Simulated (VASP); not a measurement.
# Lu (P6_3/mmc) in VASP: relaxation of shape and atoms at fixed volume with PBE

Aim: the relaxation of shape and atoms at fixed volume of Lu with PBE.

Everything below comes from runs of VASP 6.6.1. Logs are shortened: lines on timing, memory, paths and dates and some standing lists are left out, and cuts for length are marked.

### 1 The cell of the first run

It takes space group P6_3/mmc (No. 194, hexagonal). Conventional cell: a = 3.360 Å, b = 3.360 Å, c = 5.238 Å, α = 90.00°, β = 90.00°, γ = 120.00°. Within 4.3 Å of Lu (site symmetry -6m2) lie 12 Lu at 3.26 to 3.36 Å.

### 2 Relaxation of shape and atoms at fixed volume, PBE

File INCAR:

```
  ALGO = Normal
  EDIFF = 1E-6
  EDIFFG = -0.005
  ENCUT = 600
  GGA = PE
  IBRION = 2
  ISIF = 4
  ISMEAR = -1
  LASPH = T
  LCHARG = F
  LREAL = F
  LWAVE = F
  NELM = 80
  NSW = 50
  PREC = Accurate
  SIGMA = 0.05
```

File KPOINTS:

```
k-points
0
Gamma
  14 14 8
```

File POSCAR:

```
Lu
1.0
    3.3600522623      0.0000000000      0.0000000000
   -1.6800261312      2.9098906172      0.0000000000
    0.0000000000      0.0000000000      5.2382140342
Lu
2
Direct
    0.3333333333      0.6666666667      0.2500000000
    0.6666666667      0.3333333333      0.7500000000
```

Potentials or basis: VASP PAW PBE potentials, release 64 (Lu).

Started as:

```bash
$ cat potpaw_PBE.64/Lu/POTCAR > POTCAR
$ mpirun -np 1 vasp_std > vasp.out
```

OUTCAR:

```text
EDIFF = 1E-6
   EDIFFG = -0.005
   ENCUT = 600
   GGA = PE
   IBRION = 2
   ISIF = 4
   ISMEAR = -1
   LASPH = T
   LREAL = F
   NELM = 80
   NSW = 50
   PREC = Accurate

 ion  position               nearest neighbor table
   1  0.333  0.667  0.250-   2 3.26   2 3.26   2 3.26   2 3.26   2 3.26   2 3.26
   2  0.667  0.333  0.750-   1 3.26   1 3.26   1 3.26   1 3.26   1 3.26   1 3.26

  LATTYP: Found a hexagonal cell.
 ALAT       =     3.3600522623
 C/A-ratio  =     1.5589680235

  Lattice vectors:

 A1 = (   3.3600522623,   0.0000000000,   0.0000000000)
 A2 = (  -1.6800261312,   2.9098906172,   0.0000000000)
 A3 = (   0.0000000000,   0.0000000000,   5.2382140342)

Analysis of symmetry for initial positions (statically):
=====================================================================
 Subroutine PRICEL returns:
 Original cell was already a primitive cell.

 Routine SETGRP: Setting up the symmetry group for a
 hexagonal supercell.

 Subroutine GETGRP returns: Found 24 space group operations
 (whereof 12 operations were pure point group operations)
 out of a pool of 24 trial point group operations.

The static configuration has the point symmetry D_3d.
 The point group associated with its full space group is D_6h.

Analysis of symmetry for dynamics (positions and initial velocities):
=====================================================================
 Subroutine PRICEL returns:
 Original cell was already a primitive cell.

 Routine SETGRP: Setting up the symmetry group for a
 hexagonal supercell.

 Subroutine GETGRP returns: Found 24 space group operations
 (whereof 12 operations were pure point group operations)
 out of a pool of 24 trial point group operations.

The dynamic configuration has the point symmetry D_3d.
 The point group associated with its full space group is D_6h.

 Subroutine INISYM returns: Found 24 space group operations
 (whereof 12 operations are pure point group operations),
 and found     1 'primitive' translations

----------------------------------------------------------------------------------------

                                     Primitive cell

  volume of cell :      51.2160

  direct lattice vectors                    reciprocal lattice vectors
     3.360052262  0.000000000  0.000000000     0.297614418  0.171827765  0.000000000
    -1.680026131  2.909890617  0.000000000     0.000000000  0.343655529  0.000000000
     0.000000000  0.000000000  5.238214034     0.000000000  0.000000000  0.190904761

  length of vectors
     3.360052262  3.360052262  5.238214034     0.343655529  0.343655529  0.190904761

  position of ions in fractional coordinates (direct lattice)
     0.333333333  0.666666667  0.250000000
     0.666666667  0.333333333  0.750000000

  ion indices of the primitive-cell ions
   primitive index   ion index
                 1           1
                 2           2

----------------------------------------------------------------------------------------

 KPOINTS: k-points

Automatic generation of k-mesh.
 Grid dimensions read from file:
 generate k-points for:   14   14    8

 Generating k-lattice:

  Cartesian coordinates                     Fractional coordinates (reciprocal lattice)
     0.021258173  0.012273412  0.000000000     0.071428571  0.000000000  0.000000000
     0.000000000  0.024546824  0.000000000     0.000000000  0.071428571  0.000000000
     0.000000000  0.000000000  0.023863095     0.000000000  0.000000000  0.125000000

  Length of vectors
     0.024546824  0.024546824  0.023863095

  Shift w.r.t. Gamma in fractional coordinates (k-lattice)
     0.000000000  0.000000000  0.000000000

 Subroutine IBZKPT returns following result:
 ===========================================

 Found    120 irreducible k-points:

 Following reciprocal coordinates:
            Coordinates               Weight
  0.000000  0.000000  0.000000      1.000000
  0.071429  0.000000  0.000000      6.000000
  0.142857 -0.000000  0.000000      6.000000
  0.214286 -0.000000  0.000000      6.000000
  0.285714 -0.000000  0.000000      6.000000
  0.357143 -0.000000  0.000000      6.000000
[... 16 lines left out ...]
  0.285714  0.285714  0.000000      6.000000
  0.357143  0.285714  0.000000      6.000000
 [... further k-points ...]
   k-points           NKPTS =    120   k-points in BZ     NKDIM =    120   number of bands    NBANDS=     30
   number of dos      NEDOS =    301   number of ions     NIONS =      2
   total plane-waves  NPLWV =  32928
   dimension x,y,z NGX =    28 NGY =   28 NGZ =   42
   dimension x,y,z NGXF=    56 NGYF=   56 NGZF=   84
   ions per type =               2
   NGX,Y,Z   is equivalent  to a cutoff of  13.85, 13.85, 13.33 a.u.
   NGXF,Y,Z  is equivalent  to a cutoff of  27.71, 27.71, 26.66 a.u.
 SYSTEM =  unknown system
   PREC   = accura    normal or accurate (medium, high low for compatibility)
   ISTART =      0    job   : 0-new  1-cont  2-samecut
   ICHARG =      2    charge: 1-file 2-atom 10-const
   ISPIN  =      1    spin polarized calculation?
   LNONCOLLINEAR =      F non collinear calculations
   LSORBIT =      F    spin-orbit coupling
   LASPH  =      T    aspherical Exc in radial PAW
   ENCUT  =  600.0 eV  44.10 Ry    6.64 a.u.   6.71  6.71 10.46*2*pi/ulx,y,z
   NELM   =     80;   NELMIN=  2; NELMDL= -5     # of ELM steps
   EDIFF  = 0.1E-05   stopping-criterion for ELM
   LREAL  =      F    real-space projection
   EDIFFG = -.5E-02   stopping-criterion for IOM
   NSW    =     50    number of steps for IOM
   IBRION =      2    ionic relax: 0-MD 1-quasi-New 2-CG
   NFREE  =      1    steps in history (QN), initial steepest desc. (CG)
   ISIF   =      4    stress and relaxation
   ISYM   =      2    0-nonsym 1-usesym 2-fastsym
   POTIM  = 0.5000    time-step for ionic-motion
   TEBEG  =    0.0;   TEEND  =   0.0 temperature during run
   PSTRESS=    0.0 pullay stress
   NELECT =      50.0000    total number of electrons
   NUPDOWN=      -1.0000    fix difference up-down
   EMIN   =  10.00;   EMAX   =-10.00  energy-range for DOS
   EFERMI =   0.00;   METHOD = LEGACY
   ISMEAR =    -1;   SIGMA  =   0.05  broadening in eV -4-tet -1-fermi 0-gaus
   EFERMI_NEDOS =   21; number of points for ismear=-14 and -15
   IALGO  =     38    algorithm
   IMIX   =      4    mixing-type and parameters
     AMIX     =   0.40;   BMIX     =  1.00
     AMIX_MAG =   1.60;   BMIX_MAG =  1.00
  volume/ion in A,a.u.               =      25.61       172.81
  Fermi-wavevector in a.u.,A,eV,Ry     =   1.624038  3.068987 35.885358  2.637499
  Thomas-Fermi vector in A             =   2.717390
   LORBIT       =      0    0 simple, 1 ext, 2 COOP (PROOUT), +10 PAW based schemes
   GGA     = PE    functional components
   LHFCALC =     F    Hartree Fock is set to
   AEXX    =    0.0000 exact exchange contribution
   IVDW    =     0    specifies the selected vdW correction
   LEPSILON=     F    determine dielectric tensor
   LRPA    =     F    only Hartree local field effects (RPA)
 conjugate gradient relaxation of ions
 non-spin polarized calculation
  energy-cutoff  :      600.00
  volume of cell :       51.22
 maximum number of plane-waves:      1737
 NGX is ok and might be reduce to    28
   NGX = 13   NGY = 13   NGZ = 21

--------------------------------------- Ionic step        1  -------------------------------------------

 number of electron      49.9999985 magnetization

 Free energy of the ion-electron system (eV)
  ---------------------------------------------------
  ext. energy  EPLUGINS =         0.00000000
  ---------------------------------------------------
  free energy    TOTEN  =        -8.90035564 eV

  energy without entropy =       -8.87781502  energy(sigma->0) =       -8.88908533

------------------------ aborting loop because EDIFF is reached ----------------------------------------

  FORCE on cell =-STRESS in cart. coord.  units (eV):
  Direction    XX          YY          ZZ          XY          YZ          ZX
  --------------------------------------------------------------------------------------
  -------------------------------------------------------------------------------------
  Total        2.4066991      2.4066991      2.3415887     -0.0000000      0.0000000     -0.0000000
  in kB       75.2881169     75.2881169     73.2512865     -0.0000000      0.0000000     -0.0000000
  external PRESSURE =      74.6091734 kB  Pullay stress =       0.0000000 kB
[... 129 lines left out ...]
  energy  without entropy=       -8.8780101485  energy(sigma->0) =       -8.88920470

--------------------------------------- Ionic step        5  -------------------------------------------

 number of electron      49.9999984 magnetization

 Free energy of the ion-electron system (eV)
  ---------------------------------------------------
  ext. energy  EPLUGINS =         0.00000000
  ---------------------------------------------------
  free energy    TOTEN  =        -8.90040481 eV

  energy without entropy =       -8.87798184  energy(sigma->0) =       -8.88919333

 E-fermi :   2.7357     XC(G=0): -11.2974

 val. band max:        2.7243631997   @ k =   0.3571   0.1429   0.2500
 cond. band min:       2.7378717641   @ k =   0.2857   0.2857   0.5000
 fundamental gap:      0.0135085644
 Fermi energy:         2.7357417040

 k-point     1 :       0.0000    0.0000    0.0000
  band No.  band energies     occupation
      1     -53.1846      2.00000
      2     -53.1190      2.00000
      3     -24.3145      2.00000
      4     -23.6523      2.00000
      5     -23.6523      2.00000
      6     -23.5234      2.00000
[... 781 lines left out ...]
     29       5.7488      0.00000
     30       8.5010      0.00000

 [... further k-points ...]

------------------------ aborting loop because EDIFF is reached ----------------------------------------

  FORCE on cell =-STRESS in cart. coord.  units (eV):
  Direction    XX          YY          ZZ          XY          YZ          ZX
  --------------------------------------------------------------------------------------
  -------------------------------------------------------------------------------------
  Total        2.4422215      2.4422215      2.4567782     -0.0000000      0.0000000     -0.0000000
  in kB       76.3993551     76.3993551     76.8547288     -0.0000000      0.0000000     -0.0000000
  external PRESSURE =      76.5511463 kB  Pullay stress =       0.0000000 kB
[... 17 lines left out ...]
  FREE ENERGIE OF THE ION-ELECTRON SYSTEM (eV)
  ---------------------------------------------------
  free  energy   TOTEN  =        -8.9004048071 eV

  energy  without entropy=       -8.8779818444  energy(sigma->0) =       -8.88919333

 reached required accuracy - stopping structural energy minimisation
```

Wall time 4.1 min (1 thread of Intel Xeon 6975P-C (Granite Rapids), shared host); peak memory 0.33 GiB.

Results:

```yaml
Free_energy: -8.9004 eV
Energy_gained_by_relaxing: 0.0 meV/atom
Ionic_steps: 5
Pressure_after_relaxing: 7.7 GPa
Band_gap_on_the_k_mesh: zero (bands 25 and 26 overlap by 1.97 eV)
```

Final structure:
```
Lu
1.0
     3.36258    0.00000    0.00000
    -1.68129    2.91208    0.00000
     0.00000    0.00000    5.23034
Lu
2
Cartesian
  0.0000 1.9414 1.3076
  1.6813 0.9707 3.9228
```

Levels at points of the mesh, in eV from the Fermi level:
```tsv
k point	band 21	band 22	band 23	band 24	band 25	band 26	band 27	band 28	band 29	band 30
(0.00, 0.00, 0.00)	-4.65	-4.62	-4.62	-2.61	1.16	2.29	2.29	2.83	3.17	3.17
(0.50, 0.00, 0.00)	-4.65	-4.63	-2.41	-1.63	-1.06	-0.19	1.88	1.90	2.72	6.89
(0.00, 0.00, 0.50)	-4.62	-4.62	-4.45	-4.45	1.31	1.31	2.17	2.17	2.17	2.17
(0.50, 0.00, 0.50)	-4.65	-4.65	-2.32	-2.32	0.13	0.13	1.71	1.71	3.67	3.67
```

Caveat: spin-orbit coupling is left out, which moves the levels of the heavy elements.
